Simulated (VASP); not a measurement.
Wanted: the native input for a VASP 6.6.1 run.

| Property | Result |
| --- | --- |
| Task | single point |
| Functional | r2SCAN |
| Potentials or basis | VASP PAW PBE potentials, release 64 (Ti_sv) |
| Cutoff | 520 eV |
| k mesh | 20 × 20 × 20 |
| Occupations | gaussian, width 0.15 eV |
| Spin | no spin polarisation |
| Dipole correction | no |
| Further INCAR settings | ALGO = Normal; EDIFF = 1e-06; NBANDS = 12 |

The system is Ti.

```xyz
1
Lattice="0.0000 2.0909 2.0909 2.0909 0.0000 2.0909 2.0909 2.0909 0.0000" Properties=species:S:1:pos:R:3 pbc="T T T"
Ti    0.0000    0.0000    0.0000
```

This cell differs from its parent crystal: strain +0.030 along x and y, +0.030 along z.

These files were run (other wordings do the same):

POSCAR

```
Ti
1.0
    0.0000000000      2.0909000000      2.0909000000
    2.0909000000      0.0000000000      2.0909000000
    2.0909000000      2.0909000000      0.0000000000
Ti
1
Direct
    0.0000000000      0.0000000000      0.0000000000
```

INCAR.step1

```
SYSTEM = Ti
PREC = Accurate ; ENCUT = 520
ISMEAR = 0 ; SIGMA = 0.15
LREAL = .False. ; LASPH = .True.
NELM = 60 ; NBANDS = 12
GGA = PE ; ALGO = Normal
EDIFF = 1E-4 ; LWAVE = .True.
LCHARG = .False.
```

INCAR.step2

```
SYSTEM = Ti
PREC = Accurate ; ENCUT = 520
EDIFF = 1E-6 ; ISMEAR = 0
SIGMA = 0.15 ; LREAL = .False.
LASPH = .True. ; NELM = 60
ALGO = Normal ; ISIF = 2
LWAVE = .False. ; LCHARG = .False.
METAGGA = R2SCAN ; LMIXTAU = .True.
NBANDS = 12 ; ISTART = 1
```

KPOINTS

```
Automatic mesh
0
Gamma
  20 20 20
  0 0 0
```

Potentials or basis: VASP PAW PBE potentials, release 64 (Ti_sv).

Launch:

```console
$ cat potpaw_PBE.64/Ti_sv/POTCAR > POTCAR
$ cp INCAR.step1 INCAR
$ mpirun -np 1 vasp_std > vasp.out
$ cp INCAR.step2 INCAR
$ mpirun -np 1 vasp_std > vasp.out
```

Results of the run:

| Property | Result |
| --- | --- |
| Pressure | -4.9 GPa |
| Band gap on the k mesh | zero (band 6 reaches 8.65 eV, above the bottom of band 7 at 7.29 eV) |

Caveat: the cell differs from its parent crystal (strain +0.030 along x and y, +0.030 along z); the PAW data sets were made with another functional, which shifts forces and pressure a little.

Wall time 110 s on 1 thread of Intel(R) Xeon(R) Platinum 8488C (Sapphire Rapids), with other jobs on the host, peak memory 0.18 GiB.
